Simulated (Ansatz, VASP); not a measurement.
## Pt3PbC: VASP beside Ansatz

INCAR

```
SYSTEM = Pt3PbC
  PREC = Accurate
  ENCUT = 520
  EDIFF = 1E-7
  ISMEAR = -1
  SIGMA = 0.05
  LREAL = .FALSE.
  LASPH = .TRUE.
  NELM = 100
  ALGO = Normal
  ISIF = 2
  LWAVE = .FALSE.
  LCHARG = .TRUE.
  GGA = PE
  LELF = .TRUE.
  LVHAR = .TRUE.
  NBANDS = 32
```

The input KPOINTS:

```
Automatic mesh
0
G
  6 6 6
  0 0 0
```

Contents of POSCAR:

```
Pt3PbC
1.0
    4.2592825229      0.0000000000      0.0000000000
    0.0000000000      4.2592825229      0.0000000000
    0.0000000000      0.0000000000      4.2592825229
Pb Pt C
1 3 1
Direct
    0.0000000000      0.0000000000      0.0000000000
    0.5000000000      0.0000000000      0.5000000000
    0.5000000000      0.5000000000      0.0000000000
    0.0000000000      0.5000000000      0.5000000000
    0.5000000000      0.5000000000      0.5000000000
```

Contents of input.yaml:

```yaml
crystal:
  lattice:
    - [4.2592825229, 0.0, 0.0]
    - [0.0, 4.2592825229, 0.0]
    - [0.0, 0.0, 4.2592825229]
  atoms:
    - { symbol: Pb, position: [0.0, 0.0, 0.0] }
    - { symbol: Pt, position: [0.5, 0.0, 0.5] }
    - { symbol: Pt, position: [0.5, 0.5, 0.0] }
    - { symbol: Pt, position: [0.0, 0.5, 0.5] }
    - { symbol: C, position: [0.5, 0.5, 0.5] }
hamiltonian:
  xc: pbe
  pseudopotentials: { kind: paw }
kpoints:
  mp_grid: { grid: [6, 6, 6] }
scf:
  occupations: { method: fermi_dirac, width: 0.05 }
output:
  forces: true
  stress: true
  eigenvalues: true
```

Alike in both runs: task single point; functional PBE; k mesh 6 × 6 × 6; occupations fermi-dirac, width 0.05 eV; no spin polarisation.

|  | VASP | Ansatz |
| --- | --- | --- |
| version | VASP 6.6.1 | Ansatz 0.2.0 |
| potentials or method | VASP PAW PBE potentials, release 64 (Pb_d, Pt, C) | Ansatz PAW |
| plane-wave cutoff (eV) | 520 | 420 |
| valence electrons in the cell | 48 | 72 |

VASP gave:

* gap on the k mesh at the Fermi level (eV): none
* pressure (GPa): 11.0

Question: Which values does Ansatz return?

Answer: gap on the k mesh at the Fermi level (eV): none; pressure (GPa): 11.1.

A gap of «none» marks a metal or a gap that the smearing closes. VASP's potentials hold 48 valence electrons a cell and Ansatz's 72, so a difference there can come from the potentials and not from the codes.

Spin-orbit coupling is off throughout.
